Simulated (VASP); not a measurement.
# Hf (P6_3/mmc) in VASP: a series of runs

Aim: see how the results for Hf move with the level of theory and the settings. Levels: PBE, PBEsol. Tasks: single point.

All numbers are computed with VASP 6.6.1; they aren't measurements. Logs are shortened: lines on timing, memory, paths and dates and some standing lists are left out, and cuts for length are marked.

### 1 The cell of the first run

The structure is hexagonal, space group P6_3/mmc (No. 194). Conventional cell: a = 3.205 Å, b = 3.205 Å, c = 5.067 Å, α = 90.00°, β = 90.00°, γ = 120.00°. Within 4.1 Å of Hf (site symmetry -6m2) lie 12 Hf at 3.14 to 3.20 Å.

### 2 Single point, PBE

INCAR

```
PREC = Accurate
ENCUT = 520
EDIFF = 1E-6
ISMEAR = 1
SIGMA = 0.1
LREAL = F
LASPH = T
NELM = 100
ALGO = Normal
ISIF = 2
LWAVE = F
LCHARG = T
GGA = PE
LELF = T
LVHAR = T
NBANDS = 17
```

KPOINTS

```
Automatic mesh
0
Gamma
  29 29 16
```

POSCAR

```
Hf
1.0
    3.2048063920      0.0000000000      0.0000000000
   -1.6024031960      2.7754437490      0.0000000000
    0.0000000000      0.0000000000      5.0671622890
Hf
2
Direct
    0.0000000000      0.0000000000      0.0000000000
    0.3333333333      0.6666666667      0.5000000000
```

Potentials or basis: VASP PAW PBE potentials, release 64 (Hf_pv).

On the command line:

```bash
cat potpaw_PBE.64/Hf_pv/POTCAR > POTCAR
mpirun -np 1 vasp_std > vasp.out
```

OUTCAR:

```text
PREC = Accurate
   ENCUT = 520
   EDIFF = 1E-6
   ISMEAR = 1
   LREAL = F
   LASPH = T
   NELM = 100
   ISIF = 2
   GGA = PE

 ion  position               nearest neighbor table
   1  0.000  0.000  0.000-   2 3.14   2 3.14   2 3.14   2 3.14   2 3.14   2 3.14
   2  0.333  0.667  0.500-   1 3.14   1 3.14   1 3.14   1 3.14   1 3.14   1 3.14

  LATTYP: Found a hexagonal cell.
 ALAT       =     3.2048063920
 C/A-ratio  =     1.5811133870

  Lattice vectors:

 A1 = (   3.2048063920,   0.0000000000,   0.0000000000)
 A2 = (  -1.6024031960,   2.7754437490,   0.0000000000)
 A3 = (   0.0000000000,   0.0000000000,   5.0671622890)

Analysis of symmetry for initial positions (statically):
=====================================================================
 Subroutine PRICEL returns:
 Original cell was already a primitive cell.

 Routine SETGRP: Setting up the symmetry group for a
 hexagonal supercell.

 Subroutine GETGRP returns: Found 24 space group operations
 (whereof 12 operations were pure point group operations)
 out of a pool of 24 trial point group operations.

The static configuration has the point symmetry D_3h.
 The point group associated with its full space group is D_6h.

Analysis of symmetry for dynamics (positions and initial velocities):
=====================================================================
 Subroutine PRICEL returns:
 Original cell was already a primitive cell.

 Routine SETGRP: Setting up the symmetry group for a
 hexagonal supercell.

 Subroutine GETGRP returns: Found 24 space group operations
 (whereof 12 operations were pure point group operations)
 out of a pool of 24 trial point group operations.

The dynamic configuration has the point symmetry D_3h.
 The point group associated with its full space group is D_6h.

 Subroutine INISYM returns: Found 24 space group operations
 (whereof 12 operations are pure point group operations),
 and found     1 'primitive' translations

----------------------------------------------------------------------------------------

                                     Primitive cell

  volume of cell :      45.0712

  direct lattice vectors                    reciprocal lattice vectors
     3.204806392  0.000000000  0.000000000     0.312031330  0.180151372  0.000000000
    -1.602403196  2.775443749  0.000000000     0.000000000  0.360302745  0.000000000
     0.000000000  0.000000000  5.067162289     0.000000000  0.000000000  0.197349116

  length of vectors
     3.204806392  3.204806391  5.067162289     0.360302744  0.360302745  0.197349116

  position of ions in fractional coordinates (direct lattice)
     0.000000000  0.000000000  0.000000000
     0.333333333  0.666666667  0.500000000

  ion indices of the primitive-cell ions
   primitive index   ion index
                 1           1
                 2           2

----------------------------------------------------------------------------------------

 KPOINTS: Automatic mesh

Automatic generation of k-mesh.
 Grid dimensions read from file:
 generate k-points for:   29   29   16

 Generating k-lattice:

  Cartesian coordinates                     Fractional coordinates (reciprocal lattice)
     0.010759701  0.006212116  0.000000000     0.034482759  0.000000000  0.000000000
     0.000000000  0.012424233  0.000000000     0.000000000  0.034482759  0.000000000
     0.000000000  0.000000000  0.012334320     0.000000000  0.000000000  0.062500000

  Length of vectors
     0.012424233  0.012424233  0.012334320

  Shift w.r.t. Gamma in fractional coordinates (k-lattice)
     0.000000000  0.000000000  0.000000000

 Subroutine IBZKPT returns following result:
 ===========================================

 Found    765 irreducible k-points:

 Following reciprocal coordinates:
            Coordinates               Weight
  0.000000  0.000000  0.000000      1.000000
  0.034483  0.000000  0.000000      6.000000
  0.068966  0.000000  0.000000      6.000000
  0.103448  0.000000  0.000000      6.000000
  0.137931  0.000000  0.000000      6.000000
  0.172414  0.000000  0.000000      6.000000
[... 16 lines left out ...]
  0.275862  0.034483  0.000000     12.000000
  0.310345  0.034483  0.000000     12.000000
 [... further k-points ...]
   k-points           NKPTS =    765   k-points in BZ     NKDIM =    765   number of bands    NBANDS=     17
   number of dos      NEDOS =    301   number of ions     NIONS =      2
   total plane-waves  NPLWV =  23040
   dimension x,y,z NGX =    24 NGY =   24 NGZ =   40
   dimension x,y,z NGXF=    48 NGYF=   48 NGZF=   80
   ions per type =               2
   NGX,Y,Z   is equivalent  to a cutoff of  12.45, 12.45, 13.12 a.u.
   NGXF,Y,Z  is equivalent  to a cutoff of  24.90, 24.90, 26.25 a.u.
 SYSTEM =  unknown system
   PREC   = accura    normal or accurate (medium, high low for compatibility)
   ISTART =      0    job   : 0-new  1-cont  2-samecut
   ICHARG =      2    charge: 1-file 2-atom 10-const
   ISPIN  =      1    spin polarized calculation?
   LNONCOLLINEAR =      F non collinear calculations
   LSORBIT =      F    spin-orbit coupling
   LASPH  =      T    aspherical Exc in radial PAW
   ENCUT  =  520.0 eV  38.22 Ry    6.18 a.u.   5.96  5.96  9.42*2*pi/ulx,y,z
   NELM   =    100;   NELMIN=  2; NELMDL= -5     # of ELM steps
   EDIFF  = 0.1E-05   stopping-criterion for ELM
   LREAL  =      F    real-space projection
   EDIFFG = 0.1E-04   stopping-criterion for IOM
   NSW    =      0    number of steps for IOM
   IBRION =     -1    ionic relax: 0-MD 1-quasi-New 2-CG
   NFREE  =      0    steps in history (QN), initial steepest desc. (CG)
   ISIF   =      2    stress and relaxation
   ISYM   =      2    0-nonsym 1-usesym 2-fastsym
   POTIM  = 0.5000    time-step for ionic-motion
   TEBEG  =    0.0;   TEEND  =   0.0 temperature during run
   PSTRESS=    0.0 pullay stress
   NELECT =      20.0000    total number of electrons
   NUPDOWN=      -1.0000    fix difference up-down
   EMIN   =  10.00;   EMAX   =-10.00  energy-range for DOS
   EFERMI =   0.00;   METHOD = LEGACY
   ISMEAR =     1;   SIGMA  =   0.10  broadening in eV -4-tet -1-fermi 0-gaus
   EFERMI_NEDOS =   21; number of points for ismear=-14 and -15
   IALGO  =     38    algorithm
   IMIX   =      4    mixing-type and parameters
     AMIX     =   0.40;   BMIX     =  1.00
     AMIX_MAG =   1.60;   BMIX_MAG =  1.00
  volume/ion in A,a.u.               =      22.54       152.08
  Fermi-wavevector in a.u.,A,eV,Ry     =   1.248682  2.359667 21.214292  1.559206
  Thomas-Fermi vector in A             =   2.382757
   LORBIT       =      0    0 simple, 1 ext, 2 COOP (PROOUT), +10 PAW based schemes
   GGA     = PE    functional components
   LHFCALC =     F    Hartree Fock is set to
   AEXX    =    0.0000 exact exchange contribution
   IVDW    =     0    specifies the selected vdW correction
   LEPSILON=     F    determine dielectric tensor
   LRPA    =     F    only Hartree local field effects (RPA)
 non-spin polarized calculation
 Methfessel and Paxton  Order N= 1 SIGMA  =   0.10
  energy-cutoff  :      520.00
  volume of cell :       45.07
 maximum number of plane-waves:      1237
 NGX is ok and might be reduce to    24
   NGX = 11   NGY = 11   NGZ = 19

 number of electron      20.0000005 magnetization

 Free energy of the ion-electron system (eV)
  ---------------------------------------------------
  ext. energy  EPLUGINS =         0.00000000
  ---------------------------------------------------
  free energy    TOTEN  =       -19.85026443 eV

  energy without entropy =      -19.85044296  energy(sigma->0) =      -19.85032394

 E-fermi :   4.8814     XC(G=0): -11.2501

 val. band max:        4.8803272061   @ k =   0.3103   0.2069   0.3125
 cond. band min:       4.8821850201   @ k =   0.3448   0.2414   0.3750
 fundamental gap:      0.0018578140
 Fermi energy:         4.8813814654

 k-point     1 :       0.0000    0.0000    0.0000
  band No.  band energies     occupation
      1     -26.2155      2.00000
      2     -25.4884      2.00000
      3     -25.4884      2.00000
      4     -25.3687      2.00000
      5     -25.3631      2.00000
      6     -25.3631      2.00000
[... 9 lines left out ...]
     16       7.4845      0.00000
     17      10.1606      0.00000

 k-point     2 :       0.0345    0.0000    0.0000
  band No.  band energies     occupation
      1     -26.2125      2.00000
      2     -25.4948      2.00000
      3     -25.4906      2.00000
      4     -25.3701      2.00000
      5     -25.3699      2.00000
      6     -25.3639      2.00000
[... 9 lines left out ...]
     16       7.4485      0.00000
     17      10.1903      0.00000

 k-point     3 :       0.0690    0.0000    0.0000
  band No.  band energies     occupation
      1     -26.2035      2.00000
      2     -25.5139      2.00000
      3     -25.4970      2.00000
      4     -25.3902      2.00000
      5     -25.3743      2.00000
      6     -25.3665      2.00000
[... 9 lines left out ...]
     16       7.3470      0.00000
     17      10.2820      0.00000

 k-point     4 :       0.1034    0.0000    0.0000
  band No.  band energies     occupation
      1     -26.1887      2.00000
      2     -25.5448      2.00000
      3     -25.5073      2.00000
      4     -25.4225      2.00000
      5     -25.3812      2.00000
      6     -25.3707      2.00000
[... 9 lines left out ...]
     16       7.1964      0.00000
     17      10.3906      0.00000
[... 343 lines left out ...]
      1     -26.0613      2.00000
      2     -25.7804      2.00000
      3     -25.6643      2.00000
      4     -25.5792      2.00000
      5     -25.4479      2.00000
      6     -25.4099      2.00000
[... 9 lines left out ...]
     16       8.6105      0.00000
     17      10.9493      0.00000

 k-point    23 :       0.2759    0.0345    0.0000
  band No.  band energies     occupation
      1     -26.0246      2.00000
      2     -25.8391      2.00000
      3     -25.7176      2.00000
      4     -25.5992      2.00000
      5     -25.4696      2.00000
      6     -25.4197      2.00000
[... 9 lines left out ...]
     16       9.0420      0.00000
     17      11.0386      0.00000

 k-point    24 :       0.3103    0.0345    0.0000
  band No.  band energies     occupation
      1     -25.9869      2.00000
      2     -25.8942      2.00000
      3     -25.7674      2.00000
      4     -25.6171      2.00000
      5     -25.4931      2.00000
      6     -25.4290      2.00000
[... 9 lines left out ...]
     16       9.4949      0.00000
     17      11.1103      0.00000

 [... further k-points ...]

------------------------ aborting loop because EDIFF is reached ----------------------------------------

  FORCE on cell =-STRESS in cart. coord.  units (eV):
  Direction    XX          YY          ZZ          XY          YZ          ZX
  --------------------------------------------------------------------------------------
  -------------------------------------------------------------------------------------
  Total       -0.1144394     -0.1144394     -0.1439350      0.0000000     -0.0000000     -0.0000000
  in kB       -4.0680591     -4.0680591     -5.1165571      0.0000000     -0.0000000     -0.0000000
  external PRESSURE =      -4.4175584 kB  Pullay stress =       0.0000000 kB

 VOLUME and BASIS-vectors are now :
 -----------------------------------------------------------------------------
  energy-cutoff  :      520.00
  volume of cell :       45.07
      direct lattice vectors                 reciprocal lattice vectors
     3.204806392  0.000000000  0.000000000     0.312031330  0.180151372  0.000000000
    -1.602403196  2.775443749  0.000000000     0.000000000  0.360302745  0.000000000
     0.000000000  0.000000000  5.067162289     0.000000000  0.000000000  0.197349116

 POSITION                                       TOTAL-FORCE (eV/Angst)
 -----------------------------------------------------------------------------------
      0.00000      0.00000      0.00000        -0.000000      0.000000      0.000000
     -0.00000      1.85030      2.53358         0.000000      0.000000      0.000000
 -----------------------------------------------------------------------------------
    total drift:                                0.000000     -0.000000     -0.000000

  FREE ENERGIE OF THE ION-ELECTRON SYSTEM (eV)
  ---------------------------------------------------
  free  energy   TOTEN  =       -19.8502644267 eV

  energy  without entropy=      -19.8504429622  energy(sigma->0) =      -19.85032394
```

It took 7.5 min on 1 thread of Intel Xeon 8259CL, shared host; peak memory 0.56 GiB.

What came out:

```yaml
Free_energy: -19.8503 eV
Pressure: -0.4 GPa
Band_gap_on_the_k_mesh: zero (band 10 reaches 6.05 eV, above the bottom of band 11 at 4.44 eV)
```

Levels at points of the mesh, in eV from the Fermi level:
```csv
k point,band 7,band 8,band 9,band 10,band 11,band 12,band 13,band 14
"(0.00, 0.00, 0.00)",-7.37,-3.70,0.61,1.16,1.16,1.45,1.98,1.98
"(0.00, 0.00, 0.50)",-5.40,-5.40,0.14,0.14,1.05,1.05,1.05,1.05
```

Caveat: spin-orbit coupling is left out, which moves the levels of the heavy elements.

### 3 Single point, PBEsol

This run uses another cell than the first one, of 21.60 Å³/atom, 0.959 times its volume.

INCAR

```
SYSTEM = Hf
ALGO     = Normal         ! electronic algorithm
EDIFF    = 1E-6           ! SCF threshold, eV
ENCUT    = 520            ! plane-wave cutoff, eV
GGA      = PS             ! functional
ISIF     = 2              ! what is computed and relaxed
ISMEAR   = 1              ! smearing method
LASPH    = .True.         ! aspherical terms in the spheres
LCHARG   = .False.        ! write CHGCAR
LREAL    = .False.        ! projectors in reciprocal space
LWAVE    = .False.        ! write WAVECAR
NBANDS   = 17             ! bands
NELM     = 60             ! most SCF steps
PREC     = Accurate       ! precision mode
SIGMA    = 0.1            ! smearing width, eV
```

KPOINTS

```
k-points
0
Gamma
  29 29 16
  0 0 0
```

POSCAR

```
Hf
1.0
    3.1590465010      0.0000000000      0.0000000000
   -1.5795232500      2.7358145220      0.0000000000
    0.0000000000      0.0000000000      4.9993653010
Hf
2
Direct
    0.0000000000      0.0000000000      0.0000000000
    0.3333333333      0.6666666667      0.5000000000
```

Potentials or basis: VASP PAW PBE potentials, release 64 (Hf_pv).

On the command line:

```bash
cat potpaw_PBE.64/Hf_pv/POTCAR > POTCAR
mpirun -np 1 vasp_std > vasp.out
```

Wall time 3.9 min (1 thread of Intel Xeon 6975P-C, shared host); peak memory 0.55 GiB.

It converged, with:

| Property | Result |
| --- | --- |
| Free energy | -21.0067 eV |
| Pressure | -0.4 GPa |
| Band gap on the k mesh | zero (band 10 reaches 6.18 eV, above the bottom of band 11 at 4.61 eV) |

Stress tensor (GPa, compression positive):
```
-0.32  0.00  0.00
 0.00 -0.32  0.00
 0.00  0.00 -0.44
```

Levels at points of the mesh, in eV from the Fermi level:
| k point | band 6 | band 7 | band 8 | band 9 | band 10 | band 11 | band 12 | band 13 | band 14 | band 15 |
| --- | --- | --- | --- | --- | --- | --- | --- | --- | --- | --- |
| (0.00, 0.00, 0.00) | -30.04 | -7.52 | -3.84 | 0.78 | 1.16 | 1.16 | 1.45 | 2.02 | 2.02 | 2.68 |
| (0.00, 0.00, 0.50) | -30.11 | -5.48 | -5.48 | 0.12 | 0.12 | 1.04 | 1.04 | 1.04 | 1.04 | 4.95 |

Caveat: the PAW data sets were made with another functional, which shifts forces and pressure a little; spin-orbit coupling is left out, which moves the levels of the heavy elements.

### 4 Single point, PBEsol

This run uses another cell than the first one, of 22.45 Å³/atom, 0.996 times its volume.

INCAR

```
  ALGO = Normal
  EDIFF = 1E-6
  ENCUT = 520
  GGA = PS
  ISIF = 2
  ISMEAR = 1
  LASPH = True
  LCHARG = False
  LREAL = False
  LWAVE = False
  NBANDS = 17
  NELM = 100
  PREC = Accurate
  SIGMA = 0.1
```

KPOINTS

```
k-points
0
Gamma
  29 29 16
```

POSCAR

```
Hf
1.0
    3.2000000000      0.0000000000      0.0000000000
   -1.6000000000      2.7712812920      0.0000000000
    0.0000000000      0.0000000000      5.0624000000
Hf
2
Direct
    0.0000000000      0.0000000000      0.0000000000
    0.3333333333      0.6666666667      0.5000000000
```

On the command line:

```bash
cat potpaw_PBE.64/Hf_pv/POTCAR > POTCAR
mpirun -np 1 vasp_std > vasp.out
```

Run time: 4.5 min. Hardware: 1 thread of Intel Xeon 6975P-C, shared host; peak memory 0.56 GiB.

The run converged. Its results:

```
Free energy            : -20.9809 eV
Pressure               : -4.4 GPa
Band gap on the k mesh : zero (band 10 reaches 5.90 eV, above the bottom of band 11 at 4.32 eV)
```

Stress tensor (GPa, compression positive):
```
-4.34  0.00  0.00
 0.00 -4.34  0.00
 0.00  0.00 -4.62
```

Levels at points of the mesh, in eV from the Fermi level:
```csv
k point,band 8,band 9,band 10,band 11,band 12,band 13
"(0.00, 0.00, 0.00)",-3.72,0.64,1.15,1.15,1.43,1.97
"(0.00, 0.00, 0.50)",-5.41,0.13,0.13,1.04,1.04,1.04
```

Caveat: the PAW data sets were made with another functional, which shifts forces and pressure a little; spin-orbit coupling is left out, which moves the levels of the heavy elements.

### 5 Summary

```csv
level,cell,gap on the mesh (eV),pressure (GPa)
PBE,"a = 3.205, b = 3.205, c = 5.067 Å, angles 90.0, 90.0, 120.0°, 2 atoms",none,-0.4
PBEsol,"a = 3.159, b = 3.159, c = 4.999 Å, angles 90.0, 90.0, 120.0°, 2 atoms",none,-0.4
PBEsol,"a = 3.200, b = 3.200, c = 5.062 Å, angles 90.0, 90.0, 120.0°, 2 atoms",none,-4.4
```

Alike in all rows: task single point; potentials or basis VASP PAW PBE potentials, release 64 (Hf_pv); no spin polarisation; k mesh 29 × 29 × 16; cutoff (eV) 520; smearing methfessel-paxton 0.1 eV.

Caveats: spin-orbit coupling is left out, which moves the levels of the heavy elements; the PAW data sets were made with another functional, which shifts forces and pressure a little (some runs).

Total energies depend on the potentials used, so only differences within one code and one set of settings carry meaning.
